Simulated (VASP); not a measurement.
# BO2 (Fd-3m) in VASP: a series of runs

The runs below take BO2 through single point, relaxation of cell and atoms, with PBE.

All numbers are computed with VASP 6.6.1; they aren't measurements. Logs are shortened: lines on timing, memory, paths and dates and some standing lists are left out, and cuts for length are marked.

## (1) The cell of the first run

It takes space group Fd-3m (No. 227, cubic). Conventional cell: a = 6.054 Å, b = 6.054 Å, c = 6.054 Å, α = 90.00°, β = 90.00°, γ = 90.00°. Within 3.3 Å of B (site symmetry -43m) lie 12 O at 2.51 Å and 4 B at 2.62 Å. Within 2.8 Å of O (site symmetry -3m) lie 6 O at 2.14 Å and 6 B at 2.51 Å.

## (2) Single point, PBE

INCAR

```
SYSTEM = BO2
PREC = Accurate
ENCUT = 600
EDIFF = 1E-6
ISMEAR = 0
SIGMA = 0.1
LREAL = .False.
LASPH = .True.
NELM = 120
ALGO = Normal
ISIF = 2
LWAVE = .False.
LCHARG = .False.
GGA = PE
NBANDS = 24
GGA_COMPAT = .False.
```

KPOINTS

```
regular mesh
0
Gamma
  6 6 6
  0 0 0
```

POSCAR

```
BO2
1.0
    0.0000000000      3.0271501807      3.0271501807
    3.0271501807      0.0000000000      3.0271501807
    3.0271501807      3.0271501807      0.0000000000
B O
2 4
Direct
    0.0000000000      0.0000000000      0.0000000000
    0.2500000000      0.2500000000      0.2500000000
    0.6250000000      0.6250000000      0.6250000000
    0.1250000000      0.6250000000      0.6250000000
    0.6250000000      0.6250000000      0.1250000000
    0.6250000000      0.1250000000      0.6250000000
```

Potentials or basis: VASP PAW PBE potentials, release 64 (B, O).

Started as:

```console
cat potpaw_PBE.64/B/POTCAR potpaw_PBE.64/O/POTCAR > POTCAR
mpirun -np 1 vasp_std > vasp.out
```

OUTCAR:

```text
SYSTEM = BO2
   PREC = Accurate
   ENCUT = 600
   EDIFF = 1E-6
   ISMEAR = 0
   LREAL = .False.
   LASPH = .True.
   NELM = 120
   ISIF = 2
   GGA = PE

 ion  position               nearest neighbor table
   1  0.000  0.000  0.000-
   2  0.250  0.250  0.250-
   3  0.625  0.625  0.625-
   4  0.125  0.625  0.625-
   5  0.625  0.625  0.125-
   6  0.625  0.125  0.625-

  LATTYP: Found a face centered cubic cell.
 ALAT       =     6.0543003614

  Lattice vectors:

 A1 = (   0.0000000000,   3.0271501807,   3.0271501807)
 A2 = (   3.0271501807,   0.0000000000,   3.0271501807)
 A3 = (   3.0271501807,   3.0271501807,   0.0000000000)

Analysis of symmetry for initial positions (statically):
=====================================================================
 Subroutine PRICEL returns:
 Original cell was already a primitive cell.

 Routine SETGRP: Setting up the symmetry group for a
 face centered cubic supercell.

 Subroutine GETGRP returns: Found 48 space group operations
 (whereof 24 operations were pure point group operations)
 out of a pool of 48 trial point group operations.

The static configuration has the point symmetry T_d .
 The point group associated with its full space group is O_h .

Analysis of symmetry for dynamics (positions and initial velocities):
=====================================================================
 Subroutine PRICEL returns:
 Original cell was already a primitive cell.

 Routine SETGRP: Setting up the symmetry group for a
 face centered cubic supercell.

 Subroutine GETGRP returns: Found 48 space group operations
 (whereof 24 operations were pure point group operations)
 out of a pool of 48 trial point group operations.

The dynamic configuration has the point symmetry T_d .
 The point group associated with its full space group is O_h .

 Subroutine INISYM returns: Found 48 space group operations
 (whereof 24 operations are pure point group operations),
 and found     1 'primitive' translations

----------------------------------------------------------------------------------------

                                     Primitive cell

  volume of cell :      55.4794

  direct lattice vectors                    reciprocal lattice vectors
     0.000000000  3.027150181  3.027150181    -0.165171851  0.165171851  0.165171851
     3.027150181  0.000000000  3.027150181     0.165171851 -0.165171851  0.165171851
     3.027150181  3.027150181  0.000000000     0.165171851  0.165171851 -0.165171851

  length of vectors
     4.281036841  4.281036841  4.281036841     0.286086039  0.286086039  0.286086039

  position of ions in fractional coordinates (direct lattice)
     0.000000000  0.000000000  0.000000000
     0.250000000  0.250000000  0.250000000
     0.625000000  0.625000000  0.625000000
     0.125000000  0.625000000  0.625000000
     0.625000000  0.625000000  0.125000000
     0.625000000  0.125000000  0.625000000

  ion indices of the primitive-cell ions
   primitive index   ion index
                 1           1
                 2           2
                 3           3
                 4           4
                 5           5
                 6           6

----------------------------------------------------------------------------------------

 KPOINTS: regular mesh

Automatic generation of k-mesh.
 Grid dimensions read from file:
 generate k-points for:    6    6    6

 Generating k-lattice:

  Cartesian coordinates                     Fractional coordinates (reciprocal lattice)
    -0.027528642  0.027528642  0.027528642     0.166666667  0.000000000  0.000000000
     0.027528642 -0.027528642  0.027528642     0.000000000  0.166666667  0.000000000
     0.027528642  0.027528642 -0.027528642     0.000000000  0.000000000  0.166666667

  Length of vectors
     0.047681006  0.047681006  0.047681006

  Shift w.r.t. Gamma in fractional coordinates (k-lattice)
     0.000000000  0.000000000  0.000000000

 Subroutine IBZKPT returns following result:
 ===========================================

 Found     16 irreducible k-points:

 Following reciprocal coordinates:
            Coordinates               Weight
  0.000000  0.000000  0.000000      1.000000
  0.166667  0.000000  0.000000      8.000000
  0.333333  0.000000  0.000000      8.000000
  0.500000  0.000000  0.000000      4.000000
  0.166667  0.166667  0.000000      6.000000
  0.333333  0.166667  0.000000     24.000000
[... 8 lines left out ...]
 -0.333333  0.333333  0.166667     24.000000
 -0.333333  0.500000  0.166667     12.000000
   k-points           NKPTS =     16   k-points in BZ     NKDIM =     16   number of bands    NBANDS=     24
   number of dos      NEDOS =    301   number of ions     NIONS =      6
   total plane-waves  NPLWV =  46656
   dimension x,y,z NGX =    36 NGY =   36 NGZ =   36
   dimension x,y,z NGXF=    72 NGYF=   72 NGZF=   72
   ions per type =               2   4
   NGX,Y,Z   is equivalent  to a cutoff of  13.98, 13.98, 13.98 a.u.
   NGXF,Y,Z  is equivalent  to a cutoff of  27.96, 27.96, 27.96 a.u.
 SYSTEM =  BO2
   PREC   = accura    normal or accurate (medium, high low for compatibility)
   ISTART =      0    job   : 0-new  1-cont  2-samecut
   ICHARG =      2    charge: 1-file 2-atom 10-const
   ISPIN  =      1    spin polarized calculation?
   LNONCOLLINEAR =      F non collinear calculations
   LSORBIT =      F    spin-orbit coupling
   LASPH  =      T    aspherical Exc in radial PAW
   ENCUT  =  600.0 eV  44.10 Ry    6.64 a.u.   8.55  8.55  8.55*2*pi/ulx,y,z
   NELM   =    120;   NELMIN=  2; NELMDL= -5     # of ELM steps
   EDIFF  = 0.1E-05   stopping-criterion for ELM
   LREAL  =      F    real-space projection
   EDIFFG = 0.1E-04   stopping-criterion for IOM
   NSW    =      0    number of steps for IOM
   IBRION =     -1    ionic relax: 0-MD 1-quasi-New 2-CG
   NFREE  =      0    steps in history (QN), initial steepest desc. (CG)
   ISIF   =      2    stress and relaxation
   ISYM   =      2    0-nonsym 1-usesym 2-fastsym
   POTIM  = 0.5000    time-step for ionic-motion
   TEBEG  =    0.0;   TEEND  =   0.0 temperature during run
   PSTRESS=    0.0 pullay stress
   NELECT =      30.0000    total number of electrons
   NUPDOWN=      -1.0000    fix difference up-down
   EMIN   =  10.00;   EMAX   =-10.00  energy-range for DOS
   EFERMI =   0.00;   METHOD = LEGACY
   ISMEAR =     0;   SIGMA  =   0.10  broadening in eV -4-tet -1-fermi 0-gaus
   EFERMI_NEDOS =   21; number of points for ismear=-14 and -15
   IALGO  =     38    algorithm
   IMIX   =      4    mixing-type and parameters
     AMIX     =   0.40;   BMIX     =  1.00
     AMIX_MAG =   1.60;   BMIX_MAG =  1.00
  volume/ion in A,a.u.               =       9.25        62.40
  Fermi-wavevector in a.u.,A,eV,Ry     =   1.333740  2.520404 24.202904  1.778863
  Thomas-Fermi vector in A             =   2.462575
   LORBIT       =      0    0 simple, 1 ext, 2 COOP (PROOUT), +10 PAW based schemes
   GGA     = PE    functional components
   LHFCALC =     F    Hartree Fock is set to
   AEXX    =    0.0000 exact exchange contribution
   IVDW    =     0    specifies the selected vdW correction
   LEPSILON=     F    determine dielectric tensor
   LRPA    =     F    only Hartree local field effects (RPA)
 non-spin polarized calculation
 Gauss-broadening in eV      SIGMA  =   0.10
  energy-cutoff  :      600.00
  volume of cell :       55.48
 maximum number of plane-waves:      1874
 NGX is ok and might be reduce to    36
   NGX = 17   NGY = 17   NGZ = 17

 number of electron      29.9999998 magnetization

 Free energy of the ion-electron system (eV)
  ---------------------------------------------------
  ext. energy  EPLUGINS =         0.00000000
  ---------------------------------------------------
  free energy    TOTEN  =       -18.66366585 eV

  energy without entropy =      -18.64292741  energy(sigma->0) =      -18.65329663

 E-fermi :   2.7276     XC(G=0): -11.2473

 val. band max:        2.7268351202   @ k =   0.0000   0.0000   0.0000
 cond. band min:       2.7713590875   @ k =   0.1667   0.1667   0.0000
 fundamental gap:      0.0445239674
 Fermi energy:         2.7275746299

 k-point     1 :       0.0000    0.0000    0.0000
  band No.  band energies     occupation
      1     -17.8714      2.00000
      2     -13.5676      2.00000
      3     -13.5676      2.00000
      4     -13.5676      2.00000
      5      -4.9079      2.00000
      6      -2.8215      2.00000
[... 16 lines left out ...]
     23       8.8111      0.00000
     24       8.8111      0.00000

 k-point     2 :       0.1667    0.0000    0.0000
  band No.  band energies     occupation
      1     -17.7079      2.00000
      2     -13.9237      2.00000
      3     -13.5878      2.00000
      4     -13.5878      2.00000
      5      -4.5210      2.00000
      6      -3.8076      2.00000
[... 16 lines left out ...]
     23       8.7118      0.00000
     24       8.7118      0.00000

 k-point     3 :       0.3333    0.0000    0.0000
  band No.  band energies     occupation
      1     -17.2823      2.00000
      2     -14.6950      2.00000
      3     -13.6272      2.00000
      4     -13.6272      2.00000
      5      -4.7309      2.00000
      6      -3.1924      2.00000
[... 16 lines left out ...]
     23       8.4929      0.00000
     24       8.4929      0.00000

 k-point     4 :       0.5000    0.0000    0.0000
  band No.  band energies     occupation
      1     -16.9606      2.00000
      2     -15.1739      2.00000
      3     -13.6465      2.00000
      4     -13.6465      2.00000
      5      -4.9516      2.00000
      6      -2.4995      2.00000
[... 16 lines left out ...]
     23       8.3599      0.00000
     24       8.4981      0.00000

 k-point     5 :       0.1667    0.1667    0.0000
  band No.  band energies     occupation
      1     -17.6504      2.00000
      2     -13.9898      2.00000
      3     -13.6213      2.00000
      4     -13.6213      2.00000
      5      -4.3338      2.00000
      6      -3.9908      2.00000
[... 16 lines left out ...]
     23       8.5961      0.00000
     24       8.5961      0.00000

 k-point     6 :       0.3333    0.1667    0.0000
  band No.  band energies     occupation
      1     -17.2955      2.00000
      2     -14.6042      2.00000
      3     -13.6722      2.00000
      4     -13.6673      2.00000
      5      -4.4551      2.00000
      6      -3.5541      2.00000
[... 16 lines left out ...]
     23       8.4007      0.00000
     24       8.5196      0.00000
[... 163 lines left out ...]
 k-point    13 :       0.5000    0.5000    0.0000
  band No.  band energies     occupation
      1     -16.0690      2.00000
      2     -16.0690      2.00000
      3     -13.7774      2.00000
      4     -13.7774      2.00000
      5      -4.3289      2.00000
      6      -4.3289      2.00000
[... 16 lines left out ...]
     23       8.0952      0.00000
     24       8.0952      0.00000

 k-point    14 :       0.5000    0.3333    0.1667
  band No.  band energies     occupation
      1     -16.8824      2.00000
      2     -15.1568      2.00000
      3     -13.7782      2.00000
      4     -13.6981      2.00000
      5      -4.4293      2.00000
      6      -3.2230      2.00000
[... 16 lines left out ...]
     23       8.4177      0.00000
     24       8.4326      0.00000

 k-point    15 :      -0.3333    0.3333    0.1667
  band No.  band energies     occupation
      1     -16.5253      2.00000
      2     -15.5810      2.00000
      3     -13.8169      2.00000
      4     -13.7294      2.00000
      5      -4.3390      2.00000
      6      -3.5681      2.00000
[... 16 lines left out ...]
     23       8.3842      0.00000
     24       8.6021      0.00000

 k-point    16 :      -0.3333    0.5000    0.1667
  band No.  band energies     occupation
      1     -16.0616      2.00000
      2     -16.0616      2.00000
      3     -13.7954      2.00000
      4     -13.7954      2.00000
      5      -4.0889      2.00000
      6      -4.0889      2.00000
[... 16 lines left out ...]
     23       8.3756      0.00000
     24       8.3756      0.00000

------------------------ aborting loop because EDIFF is reached ----------------------------------------

  FORCE on cell =-STRESS in cart. coord.  units (eV):
  Direction    XX          YY          ZZ          XY          YZ          ZX
  --------------------------------------------------------------------------------------
  -------------------------------------------------------------------------------------
  Total       -0.0802263     -0.0802263     -0.0802263     -0.0000000     -0.0000000      0.0000000
  in kB       -2.3168381     -2.3168381     -2.3168381     -0.0000000     -0.0000000      0.0000000
  external PRESSURE =      -2.3168381 kB  Pullay stress =       0.0000000 kB

 VOLUME and BASIS-vectors are now :
 -----------------------------------------------------------------------------
  energy-cutoff  :      600.00
  volume of cell :       55.48
      direct lattice vectors                 reciprocal lattice vectors
     0.000000000  3.027150181  3.027150181    -0.165171851  0.165171851  0.165171851
     3.027150181  0.000000000  3.027150181     0.165171851 -0.165171851  0.165171851
     3.027150181  3.027150181  0.000000000     0.165171851  0.165171851 -0.165171851

 POSITION                                       TOTAL-FORCE (eV/Angst)
 -----------------------------------------------------------------------------------
      0.00000      0.00000      0.00000        -0.000000     -0.000000     -0.000000
      1.51358      1.51358      1.51358         0.000000      0.000000      0.000000
      3.78394      3.78394      3.78394        -0.000000     -0.000000      0.000000
      3.78394      2.27036      2.27036        -0.000000     -0.000000      0.000000
      2.27036      2.27036      3.78394        -0.000000     -0.000000      0.000000
      2.27036      3.78394      2.27036        -0.000000     -0.000000      0.000000
 -----------------------------------------------------------------------------------
    total drift:                                0.000000      0.000000      0.000000

  FREE ENERGIE OF THE ION-ELECTRON SYSTEM (eV)
  ---------------------------------------------------
  free  energy   TOTEN  =       -18.6636658468 eV

  energy  without entropy=      -18.6429274071  energy(sigma->0) =      -18.65329663
```

Run time: 34 s. Hardware: 1 thread of Intel Xeon 8259CL, shared host; peak memory 0.2 GiB.

What came out:

```yaml
Free_energy: -18.6637 eV
Pressure: -0.2 GPa
Band_gap_on_the_k_mesh: zero (bands 15 and 16 overlap by 0.65 eV)
```

Levels at points of the mesh, in eV from the Fermi level:
```csv
k point,band 13,band 14,band 15,band 16,band 17,band 18
"(0.00, 0.00, 0.00)",0.42,0.42,0.42,0.87,0.87,0.87
"(0.50, 0.00, 0.00)",-2.00,-1.95,-0.13,0.44,1.09,1.09
"(0.50, 0.50, 0.00)",-1.83,-1.83,-0.09,-0.09,1.01,1.01
```

## (3) Relaxation of cell and atoms, PBE

This run uses another cell than the first one, of 7.25 Å³/atom.

INCAR

```
ALGO = Normal ; EDIFF = 1E-7
EDIFFG = -0.04 ; ENCUT = 600
GGA = PE ; GGA_COMPAT = False
IBRION = 2 ; ISIF = 3
ISMEAR = 0 ; LASPH = True
LCHARG = False ; LREAL = False
LWAVE = False ; NELM = 120
NELMIN = 4 ; NSW = 90
PREC = Accurate ; SIGMA = 0.1
```

KPOINTS

```
k-points
0
Gamma
  6 6 6
```

POSCAR: that of step 2 with these lines changed.

```diff
@@ -2,5 +2,5 @@
 1.0
-    0.0000000000      3.0271501807      3.0271501807
-    3.0271501807      0.0000000000      3.0271501807
-    3.0271501807      3.0271501807      0.0000000000
+    0.0000000000      2.7916374903      2.7916374903
+    2.7916374903      0.0000000000      2.7916374903
+    2.7916374903      2.7916374903      0.0000000000
 B O
```

Potentials or basis: VASP PAW PBE potentials, release 64 (B, O).

Started as:

```console
cat potpaw_PBE.64/B/POTCAR potpaw_PBE.64/O/POTCAR > POTCAR
mpirun -np 1 vasp_std > vasp.out
```

It took 69 s on 1 thread of Intel Xeon 8259CL, shared host; peak memory 0.17 GiB.

It converged, with:

- Free energy: -18.6423 eV
- Relaxed volume: 9.21 Å³/atom
- Relaxed cell: a = 4.276 Å, b = 4.276 Å, c = 4.276 Å, α = 60.00°, β = 60.00°, γ = 60.00°
- Space group after relaxing (to 0.1 Å): Fd-3m (No. 227)
- Energy gained by relaxing: 203.9 meV/atom
- Ionic steps: 3
- Pressure after relaxing: 0.1 GPa
- Band gap on the k mesh: zero (bands 15 and 16 overlap by 0.65 eV)

Step by step:
| step | energy change (eV) | largest force (eV/Å) | pressure (GPa) | volume (Å³) |
| --- | --- | --- | --- | --- |
| 1 | 0.0000 | 0.0000 | 40.21 | 43.51 |
| 2 | -1.2212 | 0.0000 | -1.22 | 56.01 |
| 3 | -1.2237 | 0.0000 | 0.13 | 55.28 |

Final structure:
```
CELL_PARAMETERS angstrom
0.00000 3.02344 3.02344
3.02344 0.00000 3.02344
3.02344 3.02344 0.00000
ATOMIC_POSITIONS crystal
B 0.00000 0.00000 0.00000
B 0.25000 0.25000 0.25000
O 0.62500 0.62500 0.62500
O 0.12500 0.62500 0.62500
O 0.62500 0.62500 0.12500
O 0.62500 0.12500 0.62500
```

Levels at points of the mesh, in eV from the Fermi level:
| k point | band 13 | band 14 | band 15 | band 16 | band 17 | band 18 |
| --- | --- | --- | --- | --- | --- | --- |
| (0.00, 0.00, 0.00) | 0.42 | 0.42 | 0.42 | 0.86 | 0.86 | 0.86 |
| (0.50, 0.00, 0.00) | -2.02 | -1.96 | -0.13 | 0.44 | 1.10 | 1.10 |
| (0.50, 0.50, 0.00) | -1.84 | -1.84 | -0.09 | -0.09 | 1.02 | 1.02 |

Caveat: the volume moved by over 15 % at a fixed basis, so the end points are rough.

## (4) Single point, PBE

This run uses another cell than the first one, of 9.23 Å³/atom.

INCAR

```
SYSTEM = BO2
ALGO     = Normal         ! electronic algorithm
EDIFF    = 1E-6           ! SCF threshold, eV
ENCUT    = 600            ! plane-wave cutoff, eV
GGA      = PE             ! functional
GGA_COMPAT= .False.      
ISIF     = 2              ! what is computed and relaxed
ISMEAR   = 0              ! smearing method
LASPH    = .True.         ! aspherical terms in the spheres
LCHARG   = .False.        ! write CHGCAR
LREAL    = .False.        ! projectors in reciprocal space
LWAVE    = .False.        ! write WAVECAR
NBANDS   = 24             ! bands
NELM     = 120            ! most SCF steps
PREC     = Accurate       ! precision mode
SIGMA    = 0.1            ! smearing width, eV
```

KPOINTS

```
k-points
0
Gamma
  10 10 10
  0 0 0
```

POSCAR

```
BO2
1.0
    0.0000000000      3.0250889808      3.0250889808
    3.0250889808      0.0000000000      3.0250889808
    3.0250889808      3.0250889808      0.0000000000
B O
2 4
Direct
    0.5000000000      0.5000000000      0.5000000000
    0.7500000000      0.7500000000      0.7500000000
    0.1250000000      0.1250000000      0.1250000000
    0.6250000000      0.1250000000      0.1250000000
    0.1250000000      0.1250000000      0.6250000000
    0.1250000000      0.6250000000      0.1250000000
```

Started as:

```console
cat potpaw_PBE.64/B/POTCAR potpaw_PBE.64/O/POTCAR > POTCAR
mpirun -np 1 vasp_std > vasp.out
```

It took 92 s on 1 thread of Intel Xeon 8259CL, shared host; peak memory 0.22 GiB.

It converged, with:

```yaml
Free_energy: -18.6288 eV
Pressure: -0.3 GPa
Band_gap_on_the_k_mesh: zero (bands 15 and 16 overlap by 0.73 eV)
```

Levels at points of the mesh, in eV from the Fermi level:
| k point | band 11 | band 12 | band 13 | band 14 | band 15 | band 16 | band 17 | band 18 | band 19 | band 20 |
| --- | --- | --- | --- | --- | --- | --- | --- | --- | --- | --- |
| (0.00, 0.00, 0.00) | -3.66 | 0.00 | 0.48 | 0.48 | 0.48 | 0.86 | 0.86 | 0.86 | 1.18 | 1.18 |
| (0.50, 0.00, 0.00) | -2.71 | -1.96 | -1.96 | -1.92 | -0.09 | 0.50 | 1.14 | 1.14 | 2.58 | 2.80 |
| (0.50, 0.50, 0.00) | -1.82 | -1.82 | -1.78 | -1.78 | -0.06 | -0.06 | 1.07 | 1.07 | 2.86 | 2.86 |

(Continued in part 2 of 2.)

The gap in the log of VASP goes by the Fermi energy; the results here count the filled bands.